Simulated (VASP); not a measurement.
Write the native input for VASP 6.6.1 that does the following.

| Property | Result |
| --- | --- |
| Task | single point |
| Functional | r2SCAN |
| Potentials or basis | VASP PAW PBE potentials, release 64 (B) |
| Cutoff | 520 eV |
| k mesh | 8 × 8 × 8 |
| Occupations | fermi-dirac, width 0.1 eV |
| Spin | no spin polarisation |
| Dipole correction | no |
| Further INCAR settings | ALGO = Normal; EDIFF = 1e-07; NBANDS = 8 |

The system is B.

```
B
1.0
     1.88449    0.00000    0.00000
     0.00000    1.88449    0.00000
     0.00000    0.00000    1.88449
B
1
Direct
  0.00000 0.00000 0.00000
```

One way to write it, as run:

POSCAR

```
B
1.0
    1.8844875099      0.0000000000      0.0000000000
    0.0000000000      1.8844875099      0.0000000000
    0.0000000000      0.0000000000      1.8844875099
B
1
Direct
    0.0000000000      0.0000000000      0.0000000000
```

INCAR.step1

```
SYSTEM = B
PREC = Accurate
ENCUT = 520
ISMEAR = -1
SIGMA = 0.1
LREAL = .FALSE.
LASPH = .TRUE.
NELM = 80
NBANDS = 8
GGA = PE
ALGO = Normal
EDIFF = 1E-4
LWAVE = .TRUE.
LCHARG = .FALSE.
```

INCAR.step2

```
SYSTEM = B
PREC = Accurate
ENCUT = 520
EDIFF = 1E-7
ISMEAR = -1
SIGMA = 0.1
LREAL = .FALSE.
LASPH = .TRUE.
NELM = 80
ALGO = Normal
ISIF = 2
LWAVE = .FALSE.
LCHARG = .FALSE.
METAGGA = R2SCAN
LMIXTAU = .TRUE.
NBANDS = 8
ISTART = 1
```

KPOINTS

```
regular mesh
0
G
  8 8 8
  0 0 0
```

Potentials or basis: VASP PAW PBE potentials, release 64 (B).

The run is started by

```bash
$ cat potpaw_PBE.64/B/POTCAR > POTCAR
$ cp INCAR.step1 INCAR
$ mpirun -np 1 vasp_std > vasp.out
$ cp INCAR.step2 INCAR
$ mpirun -np 1 vasp_std > vasp.out
```

Results of the run:

```
Pressure : 1.5 GPa
```

Caveat: the k points lie up to 0.42 Å⁻¹ apart; the PAW data sets were made with another functional, which shifts forces and pressure a little.

Wall time 5.6 s on 1 thread of Intel Xeon 6975P-C (shared host), peak memory 0.1 GiB.
